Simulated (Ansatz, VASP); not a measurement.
Given: the input of a run of Ansatz 0.2.0 on BaY.

input.yaml

```yaml
crystal:
  lattice:
    - [4.3116921406, 0.0, 0.0]
    - [0.0, 4.3116921406, 0.0]
    - [0.0, 0.0, 4.5343165439]
  atoms:
    - { symbol: Ba, position: [0.0, 0.0, 0.0] }
    - { symbol: "Y", position: [0.5, 0.5, 0.5] }
kpoints:
  mp_grid: { grid: [6, 6, 6] }
scf:
  occupations: { method: fermi_dirac, width: 0.05 }
hamiltonian:
  xc: pbe
  pseudopotentials: { kind: all_electron, lapw: { basis_error: 0.0005 } }
output:
  forces: true
  stress: true
  eigenvalues: true
```

Potentials or basis: all-electron LAPW, scalar-relativistic.

The run is started by

```sh
$ ansatz run input.yaml --threads 1 --pin off --max-ram 3072MiB --backend cpu --events-out ev --progress --plain --runs-dir out
```

Set up the same calculation for VASP 6.6.1. Potentials there: VASP PAW PBE potentials, release 64 (Ba_sv, Y_sv).

As run (the cutoff follows the program's own potentials):

INCAR

```
  ALGO = Normal
  EDIFF = 1E-7
  ENCUT = 520
  GGA = PE
  ISIF = 2
  ISMEAR = -1
  LASPH = True
  LCHARG = False
  LREAL = False
  LWAVE = False
  NBANDS = 18
  NELM = 100
  PREC = Accurate
  SIGMA = 0.05
```

Contents of KPOINTS:

```
k-points
0
Gamma
  6 6 6
```

POSCAR

```
BaY
1.0
    4.3116921406      0.0000000000      0.0000000000
    0.0000000000      4.3116921406      0.0000000000
    0.0000000000      0.0000000000      4.5343165439
Ba Y
1 1
Direct
    0.0000000000      0.0000000000      0.0000000000
    0.5000000000      0.5000000000      0.5000000000
```

Potentials or basis: VASP PAW PBE potentials, release 64 (Ba_sv, Y_sv).

Launch:

```bash
$ cat potpaw_PBE.64/Ba_sv/POTCAR potpaw_PBE.64/Y_sv/POTCAR > POTCAR
$ mpirun -np 1 vasp_std > vasp.out
```

Both were run:

|  | VASP | Ansatz | Ansatz less VASP |
| --- | --- | --- | --- |
| gap on the k mesh at the Fermi level (eV) | none | none | - |
| pressure (GPa) | 0.5 | 0.4 | -0.16 |
| traceless stress, the component that is largest in VASP (GPa) | -0.22 | -0.25 | -0.029 |

A gap of «none» marks a metal or a gap that the smearing closes. Ansatz ran all-electron here, and VASP with PAW potentials.

Spin-orbit coupling is off throughout.
